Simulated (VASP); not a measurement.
Pd, 1 atom in the cell. It takes space group Im-3m (No. 229, cubic). The conventional cell has a = 3.145 Å, b = 3.145 Å, c = 3.145 Å, α = 90.00°, β = 90.00°, γ = 90.00°. Within 3.6 Å of Pd (site symmetry m-3m) lie 14 Pd at 2.72 to 3.14 Å. 

| Property | Result |
| --- | --- |
| Program | VASP 6.6.1 |
| Task | relaxation of cell and atoms |
| Functional | BLYP |
| Dispersion | D3(BJ) |
| Potentials or basis | VASP PAW PBE potentials, release 64 (Pd) |
| Cutoff | 600 eV |
| k mesh | 12 × 12 × 12 |
| Occupations | fermi-dirac, width 0.05 eV |
| Spin | no spin polarisation |
| Dipole correction | no |
| Further INCAR settings | ALGO = Normal; EDIFF = 1e-06; IBRION = 2; EDIFFG = -0.01; NSW = 60; ISIF = 3 |

Potentials or basis: VASP PAW PBE potentials, release 64 (Pd).

The run is started by

```sh
$ cat potpaw_PBE.64/Pd/POTCAR > POTCAR
$ mpirun -np 1 vasp_std > vasp.out
```

Hardware: 1 thread of Intel(R) Xeon(R) 6975P-C (Granite Rapids) (shared host).

Q: How long does it take, and how much memory?

A: Run time: 26 s on 1 thread of Intel(R) Xeon(R) 6975P-C (Granite Rapids) (shared host), peak memory 0.16 GiB. Counts: scf iterations 24, k points 72, ion steps 3.
